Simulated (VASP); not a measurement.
# LuBr (P6_3mc) in VASP: a series of runs

Aim: see how the results for LuBr move with the level of theory and the settings. Levels: PBEsol, r2SCAN+D3(BJ). Tasks: single point.

All numbers are computed with VASP 6.6.1; they aren't measurements. Logs are shortened: lines on timing, memory, paths and dates and some standing lists are left out, and cuts for length are marked.

**1. The cell of the first run**

Symmetry: P6_3mc, No. 186, hexagonal system. The conventional cell has a = 3.607 Å, b = 3.607 Å, c = 9.872 Å, α = 90.00°, β = 90.00°, γ = 120.00°. Within 3.7 Å of Lu (site symmetry 3m) lie 4 Br at 2.83 to 2.96 Å and 6 Lu at 3.61 Å. Within 3.7 Å of Br (site symmetry 3m) lie 4 Lu at 2.83 to 2.96 Å and 6 Br at 3.61 Å.

**2. Single point, PBEsol, non-collinear spin, zero start, spin-orbit coupling**

Contents of INCAR:

```
  PREC = Accurate
  ENCUT = 520
  EDIFF = 1E-7
  ISMEAR = -1
  SIGMA = 0.1
  LREAL = F
  LASPH = T
  NELM = 150
  ALGO = Normal
  ISIF = 2
  LWAVE = F
  LCHARG = F
  MAGMOM = 0 0 0 0 0 0 0 0 0 0 0 0
  LORBIT = 11
  LSORBIT = T
  GGA_COMPAT = F
  LORBMOM = T
  GGA = PS
  NBANDS = 78
```

Contents of KPOINTS:

```
regular mesh
0
Gamma
  7 7 3
```

Contents of POSCAR:

```
LuBr
1.0
    3.6068742112      0.0000000000      0.0000000000
   -1.8034371056      3.1236446952      0.0000000000
    0.0000000000      0.0000000000      9.8717490000
Lu Br
2 2
Direct
    0.6666666667      0.3333333333      0.8309900000
    0.3333333333      0.6666666667      0.3309900000
    0.6666666667      0.3333333333      0.5440110000
    0.3333333333      0.6666666667      0.0440110000
```

Potentials or basis: VASP PAW PBE potentials, release 64 (Lu, Br).

Command:

```sh
cat potpaw_PBE.64/Lu/POTCAR potpaw_PBE.64/Br/POTCAR > POTCAR
mpirun -np 1 vasp_ncl > vasp.out
```

OUTCAR:

```text
PREC = Accurate
   ENCUT = 520
   EDIFF = 1E-7
   ISMEAR = -1
   LREAL = F
   LASPH = T
   NELM = 150
   ISIF = 2
   LORBIT = 11
   LSORBIT = T
   GGA = PS

 ion  position               nearest neighbor table
   1  0.667  0.333  0.831-   3 2.83   4 2.96   4 2.96   4 2.96
   2  0.333  0.667  0.331-   4 2.83   3 2.96   3 2.96   3 2.96
   3  0.667  0.333  0.544-   1 2.83   2 2.96   2 2.96   2 2.96
   4  0.333  0.667  0.044-   2 2.83   1 2.96   1 2.96   1 2.96

  LATTYP: Found a hexagonal cell.
 ALAT       =     3.6068742112
 C/A-ratio  =     2.7369263307

  Lattice vectors:

 A1 = (   3.6068742112,   0.0000000000,   0.0000000000)
 A2 = (  -1.8034371056,   3.1236446952,   0.0000000000)
 A3 = (   0.0000000000,   0.0000000000,   9.8717490000)

Analysis of symmetry for initial positions (statically):
=====================================================================
 Subroutine PRICEL returns:
 Original cell was already a primitive cell.

 Routine SETGRP: Setting up the symmetry group for a
 hexagonal supercell.

 Subroutine GETGRP returns: Found 12 space group operations
 (whereof  6 operations were pure point group operations)
 out of a pool of 24 trial point group operations.

The static configuration has the point symmetry C_3v.
 The point group associated with its full space group is C_6v.

Analysis of symmetry for dynamics (positions and initial velocities):
=====================================================================
 Subroutine PRICEL returns:
 Original cell was already a primitive cell.

 Routine SETGRP: Setting up the symmetry group for a
 hexagonal supercell.

 Subroutine GETGRP returns: Found 12 space group operations
 (whereof  6 operations were pure point group operations)
 out of a pool of 24 trial point group operations.

The dynamic configuration has the point symmetry C_3v.
 The point group associated with its full space group is C_6v.

Analysis of structural, dynamic, and magnetic symmetry:
=====================================================================
 Subroutine PRICEL returns:
 Original cell was already a primitive cell.

 Routine SETGRP: Setting up the symmetry group for a
 hexagonal supercell.

 Subroutine GETGRP returns: Found 12 space group operations
 (whereof  6 operations were pure point group operations)
 out of a pool of 24 trial point group operations.

The overall configuration has the point symmetry C_3v.
 The point group associated with its full space group is C_6v.

 Subroutine INISYM returns: Found 12 space group operations
 (whereof  6 operations are pure point group operations),
 and found     1 'primitive' translations

----------------------------------------------------------------------------------------

                                     Primitive cell

  volume of cell :     111.2210

  direct lattice vectors                    reciprocal lattice vectors
     3.606874211  0.000000000  0.000000000     0.277248371  0.160069422  0.000000000
    -1.803437106  3.123644695  0.000000000     0.000000000  0.320138843  0.000000000
     0.000000000  0.000000000  9.871749000     0.000000000  0.000000000  0.101299172

  length of vectors
     3.606874211  3.606874211  9.871749000     0.320138843  0.320138843  0.101299172

  position of ions in fractional coordinates (direct lattice)
     0.666666667  0.333333333  0.830990000
     0.333333333  0.666666667  0.330990000
     0.666666667  0.333333333  0.544011000
     0.333333333  0.666666667  0.044011000

  ion indices of the primitive-cell ions
   primitive index   ion index
                 1           1
[... 121 lines left out ...]
  ---------------------------------------------------
  free energy    TOTEN  =       -18.82277608 eV

  energy without entropy =      -18.75805412  energy(sigma->0) =      -18.79041510

 E-fermi :   3.6149     XC(G=0): -10.0418

 val. band max:        3.5471876339   @ k =   0.2857   0.2857   0.3333
 cond. band min:       3.6701769193   @ k =   0.2857   0.1429   0.0000
 fundamental gap:      0.1229892854
 Fermi energy:         3.6148771386

 k-point     1 :       0.0000    0.0000    0.0000
  band No.  band energies     occupation
      1     -53.6360      1.00000
      2     -53.6360      1.00000
      3     -53.6360      1.00000
      4     -53.6360      1.00000
      5     -28.4913      1.00000
      6     -28.4913      1.00000
[... 1885 lines left out ...]
     75       6.2135      0.00000
     76       6.2445      0.00000
 [bands above 76 left out]

------------------------ aborting loop because EDIFF is reached ----------------------------------------

  FORCE on cell =-STRESS in cart. coord.  units (eV):
  Direction    XX          YY          ZZ          XY          YZ          ZX
  --------------------------------------------------------------------------------------
  -------------------------------------------------------------------------------------
  Total       -1.8118529     -1.8118529     -1.9538936      0.0000000      0.0000000      0.0000000
  in kB      -26.1003770    -26.1003770    -28.1465243      0.0000000      0.0000000      0.0000000
  external PRESSURE =     -26.7824261 kB  Pullay stress =       0.0000000 kB

 VOLUME and BASIS-vectors are now :
 -----------------------------------------------------------------------------
  energy-cutoff  :      520.00
  volume of cell :      111.22
      direct lattice vectors                 reciprocal lattice vectors
     3.606874211  0.000000000  0.000000000     0.277248371  0.160069422  0.000000000
    -1.803437106  3.123644695  0.000000000     0.000000000  0.320138843  0.000000000
     0.000000000  0.000000000  9.871749000     0.000000000  0.000000000  0.101299172

 POSITION                                       TOTAL-FORCE (eV/Angst)
 -----------------------------------------------------------------------------------
      1.80344      1.04121      8.20332        -0.000000      0.000000      0.092670
     -0.00000      2.08243      3.26745         0.000000     -0.000000      0.092670
      1.80344      1.04121      5.37034         0.000000      0.000000     -0.092670
     -0.00000      2.08243      0.43447        -0.000000     -0.000000     -0.092670
 -----------------------------------------------------------------------------------
    total drift:                                0.000000     -0.000000     -0.000392

  FREE ENERGIE OF THE ION-ELECTRON SYSTEM (eV)
  ---------------------------------------------------
  free  energy   TOTEN  =       -18.8227760822 eV

  energy  without entropy=      -18.7580541208  energy(sigma->0) =      -18.79041510

 orbital moment (x)

 # of ion     p       d       f       tot
 ------------------------------------------------
  1        -0.000   0.000  -0.000  -0.000
  2         0.000   0.000   0.000   0.000
  3        -0.000  -0.000   0.000  -0.000
  4        -0.000  -0.000   0.000  -0.000
 ------------------------------------------------
           -0.000   0.000  -0.000   0.000

 orbital moment (y)

 # of ion     p       d       f       tot
 ------------------------------------------------
  1         0.000   0.000  -0.000  -0.000
  2        -0.000  -0.000   0.000   0.000
  3         0.000  -0.000   0.000  -0.000
  4        -0.000  -0.000   0.000  -0.000
 ------------------------------------------------
           -0.000  -0.000   0.000   0.000

 orbital moment (z)

 # of ion     p       d       f       tot
 ------------------------------------------------
  1         0.000  -0.000   0.000  -0.000
  2         0.000  -0.000   0.000  -0.000
  3         0.000   0.000   0.000   0.000
  4         0.000   0.000   0.000   0.000
 ------------------------------------------------
            0.000  -0.000   0.000  -0.000

 Spin-Orbit-Coupling matrix elements

 Ion:    1  E_soc:     -1.4218282
 l=   1
     0.0000000    -0.2274056    -0.2300064
    -0.2274056     0.0000000    -0.2274056
    -0.2300064    -0.2274056     0.0000000
 l=   2
     0.0000000    -0.0007117     0.0000000    -0.0007117    -0.0022297
    -0.0007117     0.0000000    -0.0021066    -0.0004646    -0.0007117
     0.0000000    -0.0021066     0.0000000    -0.0021066     0.0000000
    -0.0007117    -0.0004646    -0.0021066     0.0000000    -0.0007117
    -0.0022297    -0.0007117     0.0000000    -0.0007117     0.0000000
 l=   3
     0.0000000    -0.0005816     0.0000000     0.0000000     0.0000000    -0.0005816    -0.0035773
    -0.0005816     0.0000000    -0.0009600     0.0000000    -0.0009600    -0.0015168    -0.0005763
     0.0000000    -0.0009600     0.0000000    -0.0023492    -0.0003937    -0.0009600     0.0000000
     0.0000000     0.0000000    -0.0023492     0.0000000    -0.0023492     0.0000000     0.0000000
[... 49 lines left out ...]
 l=   2
     0.0000000     0.0000021     0.0000000     0.0000021    -0.0000016
     0.0000021     0.0000000     0.0000136    -0.0000018     0.0000021
     0.0000000     0.0000136     0.0000000     0.0000136     0.0000000
     0.0000021    -0.0000018     0.0000136     0.0000000     0.0000021
    -0.0000016     0.0000021     0.0000000     0.0000021     0.0000000
 l=   3
     0.0000000     0.0000000     0.0000000     0.0000000     0.0000000     0.0000000     0.0000000
     0.0000000     0.0000000     0.0000000     0.0000000     0.0000000     0.0000000     0.0000000
     0.0000000     0.0000000     0.0000000     0.0000000     0.0000000     0.0000000     0.0000000
     0.0000000     0.0000000     0.0000000     0.0000000     0.0000000     0.0000000     0.0000000
     0.0000000     0.0000000     0.0000000     0.0000000     0.0000000     0.0000000     0.0000000
     0.0000000     0.0000000     0.0000000     0.0000000     0.0000000     0.0000000     0.0000000
     0.0000000     0.0000000     0.0000000     0.0000000     0.0000000     0.0000000     0.0000000

 total charge

# of ion       s       p       d       f       tot
--------------------------------------------------
    1        2.315   6.039   0.748  13.980  23.082
    2        2.315   6.039   0.748  13.980  23.082
    3        1.603   3.234   0.032   0.000   4.869
    4        1.603   3.234   0.032   0.000   4.869
--------------------------------------------------
tot          7.837  18.544   1.561  27.961  55.903

 magnetization (x)

# of ion       s       p       d       f       tot
--------------------------------------------------
    1       -0.000   0.000   0.000   0.000  -0.000
    2        0.000  -0.000   0.000   0.000  -0.000
    3       -0.000   0.000  -0.000   0.000  -0.000
    4        0.000   0.000   0.000   0.000   0.000
--------------------------------------------------
tot         -0.000  -0.000   0.000   0.000  -0.000

 magnetization (y)

# of ion       s       p       d       f       tot
--------------------------------------------------
    1        0.000   0.000   0.000  -0.000  -0.000
    2        0.000   0.000   0.000  -0.000  -0.000
    3        0.000   0.000   0.000   0.000   0.000
    4        0.000   0.000   0.000   0.000   0.000
--------------------------------------------------
tot          0.000   0.000   0.000  -0.000  -0.000

 magnetization (z)

# of ion       s       p       d       f       tot
--------------------------------------------------
    1       -0.000  -0.000  -0.000   0.000  -0.000
    2        0.000  -0.000   0.000   0.000  -0.000
    3       -0.000   0.000   0.000   0.000  -0.000
    4       -0.000   0.000   0.000   0.000  -0.000
--------------------------------------------------
tot         -0.000  -0.000  -0.000   0.000  -0.000
```

It took 22 min on 1 thread of Intel Xeon 8259CL, shared host; peak memory 0.65 GiB.

Results:

- Free energy: -18.8228 eV
- Pressure: -2.7 GPa
- Largest force: 0.093 eV/Å
- Net moment: 0.00 μB per cell
- Valence electrons inside the program's atomic spheres: Lu 23.08; Br 4.87

Forces in eV/Å, atoms in the order of the input:
```
Lu   0.000  0.000  0.093
Lu   0.000  0.000  0.093
Br   0.000  0.000 -0.093
Br   0.000  0.000 -0.093
```

Stress tensor (GPa, compression positive):
```
-2.61  0.00  0.00
 0.00 -2.61  0.00
 0.00  0.00 -2.81
```

Moments on the atoms (μB; x, y, z):
```
Lu  0.00 0.00 0.00
Lu  0.00 0.00 0.00
Br  0.00 0.00 0.00
Br  0.00 0.00 0.00
```

Caveat: the PAW data sets were made with another functional, which shifts forces and pressure a little.

**3. Single point, r2SCAN+D3(BJ)**

POSCAR is that of step 2.

Contents of INCAR.step1:

```
  PREC = Accurate
  ENCUT = 520
  ISMEAR = -1
  SIGMA = 0.05
  LREAL = F
  LASPH = T
  NELM = 100
  NBANDS = 40
  GGA = PE
  ALGO = Normal
  EDIFF = 1E-4
  LWAVE = T
  LCHARG = F
```

Contents of INCAR.step2:

```
  PREC = Accurate
  ENCUT = 520
  EDIFF = 1E-6
  ISMEAR = -1
  SIGMA = 0.05
  LREAL = F
  LASPH = T
  NELM = 100
  ALGO = Normal
  ISIF = 2
  LWAVE = F
  LCHARG = T
  METAGGA = R2SCAN
  LMIXTAU = T
  IVDW = 12
  VDW_S6 = 1.0
  VDW_S8 = 0.78981345
  VDW_A1 = 0.49484001
  VDW_A2 = 5.73083694
  LELF = T
  LVHAR = T
  NBANDS = 40
  ISTART = 1
```

Contents of KPOINTS:

```
regular mesh
0
Gamma
  9 9 3
```

Potentials or basis: VASP PAW PBE potentials, release 64 (Lu, Br).

Command:

```sh
cat potpaw_PBE.64/Lu/POTCAR potpaw_PBE.64/Br/POTCAR > POTCAR
cp INCAR.step1 INCAR
mpirun -np 1 vasp_std > vasp.out
cp INCAR.step2 INCAR
mpirun -np 1 vasp_std > vasp.out
```

Run time: 4.7 min. Hardware: 1 thread of Intel Xeon Platinum 8488C (Sapphire Rapids), shared host; peak memory 0.32 GiB.

It converged, with:

* Free energy: -107.4626 eV
* Pressure: -1.4 GPa
* Largest force: 0.027 eV/Å
* Band gap on the k mesh: zero (bands 32 and 33 overlap by 0.20 eV)
* Dispersion energy per atom: -0.150 eV

Forces on the atoms (eV/Å):
```
Lu   0.000  0.000  0.027
Lu   0.000  0.000  0.027
Br   0.000  0.000 -0.027
Br   0.000  0.000 -0.027
```

Stress tensor (GPa, compression positive):
```
-1.33  0.00  0.00
 0.00 -1.33  0.00
 0.00  0.00 -1.42
```

Levels at points of the mesh, in eV from the Fermi level:
| k point | band 28 | band 29 | band 30 | band 31 | band 32 | band 33 | band 34 | band 35 | band 36 | band 37 |
| --- | --- | --- | --- | --- | --- | --- | --- | --- | --- | --- |
| (0.00, 0.00, 0.00) | -4.05 | -3.89 | -3.89 | -3.53 | -1.99 | 1.78 | 1.78 | 1.91 | 1.91 | 2.61 |

Caveat: three body term missing; the PAW data sets were made with another functional, which shifts forces and pressure a little; spin-orbit coupling is left out, which moves the levels of the heavy elements.

The gap in the log of VASP goes by the Fermi energy; the results here count the filled bands.